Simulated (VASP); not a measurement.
# CdS (Hawleyite) (F-43m) in VASP: notebook

CdS (Hawleyite) is run at these levels: PBE; tasks: single point.

All numbers are computed with VASP 6.6.1; they aren't measurements. Logs are shortened: lines on timing, memory, paths and dates and some standing lists are left out, and cuts for length are marked.

## (1) The cell of the first run

It takes space group F-43m (No. 216, cubic). Conventional cell: a = 5.926 Å, b = 5.926 Å, c = 5.926 Å, α = 90.00°, β = 90.00°, γ = 90.00°. Cd (site symmetry -43m) has 4 S at 2.57 Å within 3.4 Å. Within 3.4 Å of S (site symmetry -43m) lie 4 Cd at 2.57 Å.

## (2) Single point, PBE

File INCAR:

```
SYSTEM = CdS
ALGO     = Normal         ! electronic algorithm
EDIFF    = 1E-7           ! SCF threshold, eV
ENCUT    = 520            ! plane-wave cutoff, eV
GGA      = PE             ! functional
ISIF     = 2              ! what is computed and relaxed
ISMEAR   = 0              ! smearing method
LASPH    = .TRUE.         ! aspherical terms in the spheres
LCHARG   = .FALSE.        ! write CHGCAR
LREAL    = .FALSE.        ! projectors in reciprocal space
LWAVE    = .FALSE.        ! write WAVECAR
NBANDS   = 16             ! bands
NELM     = 100            ! most SCF steps
PREC     = Accurate       ! precision mode
SIGMA    = 0.02           ! smearing width, eV
```

File KPOINTS:

```
k-points
0
G
  8 8 8
  0 0 0
```

File POSCAR:

```
CdS
1.0
    0.0000000000      2.9632113923      2.9632113923
    2.9632113923      0.0000000000      2.9632113923
    2.9632113923      2.9632113923      0.0000000000
Cd S
1 1
Direct
    0.0000000000      0.0000000000      0.0000000000
    0.2500000000      0.2500000000      0.2500000000
```

Potentials or basis: VASP PAW PBE potentials, release 64 (Cd, S).

Command:

```
cat potpaw_PBE.64/Cd/POTCAR potpaw_PBE.64/S/POTCAR > POTCAR
mpirun -np 1 vasp_std > vasp.out
```

OUTCAR:

```text
SYSTEM = CdS
   EDIFF = 1E-7
   ENCUT = 520
   GGA = PE
   ISIF = 2
   ISMEAR = 0
   LASPH = .TRUE.
   LREAL = .FALSE.
   NELM = 100
   PREC = Accurate

 ion  position               nearest neighbor table
   1  0.000  0.000  0.000-   2 2.57   2 2.57   2 2.57   2 2.57
   2  0.250  0.250  0.250-   1 2.57   1 2.57   1 2.57   1 2.57

  LATTYP: Found a face centered cubic cell.
 ALAT       =     5.9264227846

  Lattice vectors:

 A1 = (   0.0000000000,   2.9632113923,   2.9632113923)
 A2 = (   2.9632113923,   0.0000000000,   2.9632113923)
 A3 = (   2.9632113923,   2.9632113923,   0.0000000000)

Analysis of symmetry for initial positions (statically):
=====================================================================
 Subroutine PRICEL returns:
 Original cell was already a primitive cell.

 Routine SETGRP: Setting up the symmetry group for a
 face centered cubic supercell.

 Subroutine GETGRP returns: Found 24 space group operations
 (whereof 24 operations were pure point group operations)
 out of a pool of 48 trial point group operations.

The static configuration has the point symmetry T_d .

Analysis of symmetry for dynamics (positions and initial velocities):
=====================================================================
 Subroutine PRICEL returns:
 Original cell was already a primitive cell.

 Routine SETGRP: Setting up the symmetry group for a
 face centered cubic supercell.

 Subroutine GETGRP returns: Found 24 space group operations
 (whereof 24 operations were pure point group operations)
 out of a pool of 48 trial point group operations.

The dynamic configuration has the point symmetry T_d .

 Subroutine INISYM returns: Found 24 space group operations
 (whereof 24 operations are pure point group operations),
 and found     1 'primitive' translations

----------------------------------------------------------------------------------------

                                     Primitive cell

  volume of cell :      52.0377

  direct lattice vectors                    reciprocal lattice vectors
     0.000000000  2.963211392  2.963211392    -0.168735852  0.168735852  0.168735852
     2.963211392  0.000000000  2.963211392     0.168735852 -0.168735852  0.168735852
     2.963211392  2.963211392  0.000000000     0.168735852  0.168735852 -0.168735852
[... 74 lines left out ...]
 SYSTEM =  CdS
   PREC   = accura    normal or accurate (medium, high low for compatibility)
   ISTART =      0    job   : 0-new  1-cont  2-samecut
   ICHARG =      2    charge: 1-file 2-atom 10-const
   ISPIN  =      1    spin polarized calculation?
   LNONCOLLINEAR =      F non collinear calculations
   LSORBIT =      F    spin-orbit coupling
   LASPH  =      T    aspherical Exc in radial PAW
   ENCUT  =  520.0 eV  38.22 Ry    6.18 a.u.   7.79  7.79  7.79*2*pi/ulx,y,z
   NELM   =    100;   NELMIN=  2; NELMDL= -5     # of ELM steps
   EDIFF  = 0.1E-06   stopping-criterion for ELM
   LREAL  =      F    real-space projection
   EDIFFG = 0.1E-05   stopping-criterion for IOM
   NSW    =      0    number of steps for IOM
   IBRION =     -1    ionic relax: 0-MD 1-quasi-New 2-CG
   NFREE  =      0    steps in history (QN), initial steepest desc. (CG)
   ISIF   =      2    stress and relaxation
   ISYM   =      2    0-nonsym 1-usesym 2-fastsym
   POTIM  = 0.5000    time-step for ionic-motion
   TEBEG  =    0.0;   TEEND  =   0.0 temperature during run
   PSTRESS=    0.0 pullay stress
   NELECT =      18.0000    total number of electrons
   NUPDOWN=      -1.0000    fix difference up-down
   EMIN   =  10.00;   EMAX   =-10.00  energy-range for DOS
   EFERMI =   0.00;   METHOD = LEGACY
   ISMEAR =     0;   SIGMA  =   0.02  broadening in eV -4-tet -1-fermi 0-gaus
   EFERMI_NEDOS =   21; number of points for ismear=-14 and -15
   IALGO  =     38    algorithm
   IMIX   =      4    mixing-type and parameters
     AMIX     =   0.40;   BMIX     =  1.00
     AMIX_MAG =   1.60;   BMIX_MAG =  1.00
  volume/ion in A,a.u.               =      26.02       175.58
  Fermi-wavevector in a.u.,A,eV,Ry     =   1.149193  2.171660 17.968465  1.320645
  Thomas-Fermi vector in A             =   2.285864
   LORBIT       =      0    0 simple, 1 ext, 2 COOP (PROOUT), +10 PAW based schemes
   GGA     = PE    functional components
   LHFCALC =     F    Hartree Fock is set to
   AEXX    =    0.0000 exact exchange contribution
   IVDW    =     0    specifies the selected vdW correction
   LEPSILON=     F    determine dielectric tensor
   LRPA    =     F    only Hartree local field effects (RPA)
 non-spin polarized calculation
 Gauss-broadening in eV      SIGMA  =   0.02
  energy-cutoff  :      520.00
  volume of cell :       52.04
 maximum number of plane-waves:      1424
   NGX = 15   NGY = 15   NGZ = 15

 number of electron      18.0000001 magnetization

 Free energy of the ion-electron system (eV)
  ---------------------------------------------------
  ext. energy  EPLUGINS =         0.00000000
  ---------------------------------------------------
  free energy    TOTEN  =        -6.14717201 eV

  energy without entropy =       -6.14717201  energy(sigma->0) =       -6.14717201

 E-fermi :   1.0617     XC(G=0):  -8.9283

 val. band max:        0.9181953210   @ k =   0.0000   0.0000   0.0000
 cond. band min:       1.9619207478   @ k =   0.0000   0.0000   0.0000
 fundamental gap:      1.0437254268
 Fermi energy:         1.0616967105

 k-point     1 :       0.0000    0.0000    0.0000
  band No.  band energies     occupation
      1     -11.1707      2.00000
      2      -6.6503      2.00000
      3      -6.6503      2.00000
      4      -6.6503      2.00000
      5      -6.2329      2.00000
      6      -6.2329      2.00000
[... 433 lines left out ...]
      3      -6.4727      2.00000
      4      -6.2534      2.00000
      5      -6.2091      2.00000
      6      -5.7930      2.00000
[... 8 lines left out ...]
     15      13.0886      0.00000
     16      13.9316      0.00000

 [... further k-points ...]
[... 5 lines left out ...]
  --------------------------------------------------------------------------------------
  -------------------------------------------------------------------------------------
  Total        0.0963845      0.0963845      0.0963845      0.0000000      0.0000000      0.0000000
  in kB        2.9675614      2.9675614      2.9675614      0.0000000      0.0000000      0.0000000
  external PRESSURE =       2.9675614 kB  Pullay stress =       0.0000000 kB

 VOLUME and BASIS-vectors are now :
 -----------------------------------------------------------------------------
  energy-cutoff  :      520.00
  volume of cell :       52.04
      direct lattice vectors                 reciprocal lattice vectors
     0.000000000  2.963211392  2.963211392    -0.168735852  0.168735852  0.168735852
     2.963211392  0.000000000  2.963211392     0.168735852 -0.168735852  0.168735852
     2.963211392  2.963211392  0.000000000     0.168735852  0.168735852 -0.168735852

 POSITION                                       TOTAL-FORCE (eV/Angst)
 -----------------------------------------------------------------------------------
      0.00000      0.00000      0.00000        -0.000000     -0.000000     -0.000000
      1.48161      1.48161      1.48161         0.000000      0.000000      0.000000
 -----------------------------------------------------------------------------------
    total drift:                               -0.000000     -0.000000     -0.000000

  FREE ENERGIE OF THE ION-ELECTRON SYSTEM (eV)
  ---------------------------------------------------
  free  energy   TOTEN  =        -6.1471720141 eV

  energy  without entropy=       -6.1471720141  energy(sigma->0) =       -6.14717201
```

Wall time 23 s (1 thread of Intel Xeon 8259CL, shared host); peak memory 0.18 GiB.

Results:

| Property | Result |
| --- | --- |
| Free energy | -6.1472 eV |
| Pressure | 0.3 GPa |
| Band gap on the k mesh | 1.04 eV, direct |

Levels at points of the mesh, in eV from the valence-band top:
| k point | band 7 | band 8 | band 9 | band 10 | band 11 | band 12 |
| --- | --- | --- | --- | --- | --- | --- |
| (0.00, 0.00, 0.00) | 0.00 | 0.00 | 0.00 | 1.04 | 6.55 | 6.55 |
| (0.50, 0.00, 0.00) | -4.12 | -0.69 | -0.69 | 2.94 | 7.01 | 7.01 |
| (0.50, 0.50, 0.00) | -3.75 | -1.72 | -1.72 | 3.63 | 4.28 | 9.04 |

Expect the measured gap to be larger: semilocal functionals such as PBE lack the derivative discontinuity.

## (3) Single point, PBE (volume scaled by 0.88)

File INCAR:

```
  PREC = Accurate
  ENCUT = 520
  EDIFF = 1E-6
  ISMEAR = 0
  SIGMA = 0.02
  LREAL = F
  LASPH = T
  NELM = 100
  ALGO = Normal
  ISIF = 2
  LWAVE = F
  LCHARG = T
  GGA = PE
  LELF = T
  LVHAR = T
  NBANDS = 16
```

File KPOINTS:

```
regular mesh
0
Gamma
  8 8 8
```

File POSCAR:

```
CdS
1.0
    0.0000000000      2.8395979810      2.8395979810
    2.8395979810      0.0000000000      2.8395979810
    2.8395979810      2.8395979810      0.0000000000
Cd S
1 1
Direct
    0.0000000000      0.0000000000      0.0000000000
    0.2500000000      0.2500000000      0.2500000000
```

Potentials or basis: VASP PAW PBE potentials, release 64 (Cd, S).

Command:

```
cat potpaw_PBE.64/Cd/POTCAR potpaw_PBE.64/S/POTCAR > POTCAR
mpirun -np 1 vasp_std > vasp.out
```

Run time: 24 s. Hardware: 1 thread of Intel Xeon Platinum 8259CL at 2.50GHz (Skylake/Cascade Lake), shared host; peak memory 0.17 GiB.

The run converged. Its results:

| Property | Result |
| --- | --- |
| Free energy | -5.9724 eV |
| Pressure | 9.7 GPa |
| Band gap on the k mesh | 1.32 eV, direct |

Levels at points of the mesh, in eV from the valence-band top:
| k point | band 6 | band 7 | band 8 | band 9 | band 10 | band 11 | band 12 | band 13 |
| --- | --- | --- | --- | --- | --- | --- | --- | --- |
| (0.00, 0.00, 0.00) | -7.47 | 0.00 | 0.00 | 0.00 | 1.32 | 6.51 | 6.51 | 6.51 |
| (0.50, 0.00, 0.00) | -7.01 | -4.92 | -0.88 | -0.88 | 3.12 | 7.00 | 7.00 | 7.71 |
| (0.50, 0.50, 0.00) | -6.94 | -4.32 | -2.18 | -2.18 | 3.40 | 4.42 | 9.60 | 11.26 |

## (4) Single point, PBE (volume scaled by 0.91)

File INCAR:

```
SYSTEM = CdS
PREC = Accurate ; ENCUT = 520
EDIFF = 1E-7 ; ISMEAR = 0
SIGMA = 0.02 ; LREAL = .False.
LASPH = .True. ; NELM = 80
ALGO = Normal ; ISIF = 2
LWAVE = .False. ; LCHARG = .False.
GGA = PE ; NBANDS = 16
```

File KPOINTS:

```
regular mesh
0
Gamma
  8 8 8
  0 0 0
```

File POSCAR:

```
CdS
1.0
    0.0000000000      2.8715062470      2.8715062470
    2.8715062470      0.0000000000      2.8715062470
    2.8715062470      2.8715062470      0.0000000000
Cd S
1 1
Direct
    0.0000000000      0.0000000000      0.0000000000
    0.2500000000      0.2500000000      0.2500000000
```

Potentials or basis: VASP PAW PBE potentials, release 64 (Cd, S).

Command:

```
cat potpaw_PBE.64/Cd/POTCAR potpaw_PBE.64/S/POTCAR > POTCAR
mpirun -np 1 vasp_std > vasp.out
```

OUTCAR:

```text
SYSTEM = CdS
   PREC = Accurate
   ENCUT = 520
   EDIFF = 1E-7
   ISMEAR = 0
   LREAL = .False.
   LASPH = .True.
   NELM = 80
   ISIF = 2
   GGA = PE

 ion  position               nearest neighbor table
   1  0.000  0.000  0.000-   2 2.49   2 2.49   2 2.49   2 2.49
   2  0.250  0.250  0.250-   1 2.49   1 2.49   1 2.49   1 2.49

  LATTYP: Found a face centered cubic cell.
 ALAT       =     5.7430124940

  Lattice vectors:

 A1 = (   0.0000000000,   2.8715062470,   2.8715062470)
 A2 = (   2.8715062470,   0.0000000000,   2.8715062470)
 A3 = (   2.8715062470,   2.8715062470,   0.0000000000)

Analysis of symmetry for initial positions (statically):
=====================================================================
 Subroutine PRICEL returns:
 Original cell was already a primitive cell.

 Routine SETGRP: Setting up the symmetry group for a
 face centered cubic supercell.

 Subroutine GETGRP returns: Found 24 space group operations
 (whereof 24 operations were pure point group operations)
 out of a pool of 48 trial point group operations.

[... 156 lines left out ...]
  ext. energy  EPLUGINS =         0.00000000
  ---------------------------------------------------
  free energy    TOTEN  =        -6.05198377 eV

  energy without entropy =       -6.05198377  energy(sigma->0) =       -6.05198377

 E-fermi :   1.8701     XC(G=0):  -9.3704

 val. band max:        1.7288586439   @ k =   0.0000   0.0000   0.0000
 cond. band min:       2.9791500609   @ k =   0.0000   0.0000   0.0000
 fundamental gap:      1.2502914170
 Fermi energy:         1.8700656376

 k-point     1 :       0.0000    0.0000    0.0000
  band No.  band energies     occupation
      1     -10.9408      2.00000
      2      -6.1845      2.00000
      3      -6.1844      2.00000
      4      -6.1844      2.00000
      5      -5.6375      2.00000
      6      -5.6375      2.00000
[... 433 lines left out ...]
      3      -5.9564      2.00000
      4      -5.6696      2.00000
      5      -5.6075      2.00000
      6      -5.0856      2.00000
[... 8 lines left out ...]
     15      14.1503      0.00000
     16      15.0543      0.00000

 [... further k-points ...]
[... 5 lines left out ...]
  --------------------------------------------------------------------------------------
  -------------------------------------------------------------------------------------
  Total        1.9814976      1.9814976      1.9814976      0.0000000     -0.0000000      0.0000000
  in kB       67.0416717     67.0416717     67.0416717      0.0000000     -0.0000000      0.0000000
  external PRESSURE =      67.0416717 kB  Pullay stress =       0.0000000 kB

 VOLUME and BASIS-vectors are now :
 -----------------------------------------------------------------------------
  energy-cutoff  :      520.00
  volume of cell :       47.35
      direct lattice vectors                 reciprocal lattice vectors
     0.000000000  2.871506247  2.871506247    -0.174124643  0.174124643  0.174124643
     2.871506247  0.000000000  2.871506247     0.174124643 -0.174124643  0.174124643
     2.871506247  2.871506247  0.000000000     0.174124643  0.174124643 -0.174124643

 POSITION                                       TOTAL-FORCE (eV/Angst)
 -----------------------------------------------------------------------------------
      0.00000      0.00000      0.00000         0.000000     -0.000000      0.000000
      1.43575      1.43575      1.43575        -0.000000      0.000000     -0.000000
 -----------------------------------------------------------------------------------
    total drift:                               -0.000001     -0.000001     -0.000001

  FREE ENERGIE OF THE ION-ELECTRON SYSTEM (eV)
  ---------------------------------------------------
  free  energy   TOTEN  =        -6.0519837651 eV

  energy  without entropy=       -6.0519837651  energy(sigma->0) =       -6.05198377
```

OSZICAR:

```text
N       E                     dE             d eps       ncg     rms          rms(c)
DAV:   1     0.107436799059E+03    0.10744E+03   -0.92455E+03   976   0.104E+03
DAV:   2    -0.248740102665E+01   -0.10992E+03   -0.10353E+03  1120   0.254E+02
DAV:   3    -0.656688907577E+01   -0.40795E+01   -0.40703E+01  1184   0.510E+01
DAV:   4    -0.659166023807E+01   -0.24771E-01   -0.24768E-01  1072   0.389E+00
DAV:   5    -0.659197426649E+01   -0.31403E-03   -0.31402E-03  1264   0.418E-01    0.901E+00
DAV:   6    -0.607282890137E+01    0.51915E+00   -0.81376E-01  1384   0.120E+01    0.709E+00
DAV:   7    -0.605162540387E+01    0.21203E-01   -0.21332E-01  1160   0.318E+00    0.333E+00
DAV:   8    -0.605192317171E+01   -0.29777E-03   -0.20561E-02  1136   0.186E+00    0.352E-01
DAV:   9    -0.605181918329E+01    0.10399E-03   -0.23927E-03  1080   0.761E-01    0.599E-02
DAV:  10    -0.605191553076E+01   -0.96347E-04   -0.24888E-04  1144   0.180E-01    0.601E-02
DAV:  11    -0.605198766952E+01   -0.72139E-04   -0.10444E-04  1048   0.868E-02    0.177E-02
DAV:  12    -0.605198284673E+01    0.48228E-05   -0.25078E-05  1280   0.682E-02    0.989E-03
DAV:  13    -0.605198386047E+01   -0.10137E-05   -0.35662E-06  1056   0.156E-02    0.870E-03
DAV:  14    -0.605198376512E+01    0.95352E-07   -0.16905E-07  1152   0.287E-03
   1 F= -.60519838E+01 E0= -.60519838E+01  d E =-.148365E-25
```

stdout:

```text
POSCAR found type information on POSCAR CdS
 POSCAR found :  2 types and       2 ions
 scaLAPACK will be used
 LDA part: xc-table for (Slater+PW92), standard interpolation
 POSCAR, INCAR and KPOINTS ok, starting setup
 FFT: planning ... GRIDC
 FFT: planning ... GRID_SOFT
 FFT: planning ... GRID
 WAVECAR not read
 entering main loop
```

It took 24 s on 1 thread of Intel Xeon Platinum 8259CL at 2.50GHz (Skylake/Cascade Lake), shared host; peak memory 0.18 GiB.

What came out:

* Free energy: -6.0520 eV
* Pressure: 6.7 GPa
* Band gap on the k mesh: 1.25 eV, direct

## (5) Overview

| cell | gap on the mesh (eV) | pressure (GPa) |
| --- | --- | --- |
| a = 4.191 Å, angles 60.0°, 2 atoms | 1.04 | 0.3 |
| a = 4.016 Å, angles 60.0°, 2 atoms | 1.32 | 9.7 |
| a = 4.061 Å, angles 60.0°, 2 atoms | 1.25 | 6.7 |

Alike in all rows: task single point; level PBE; potentials or basis VASP PAW PBE potentials, release 64 (Cd, S); no spin polarisation; k mesh 8 × 8 × 8; cutoff (eV) 520; smearing gaussian 0.02 eV.

Total energies depend on the potentials used, so only differences within one code and one set of settings carry meaning.
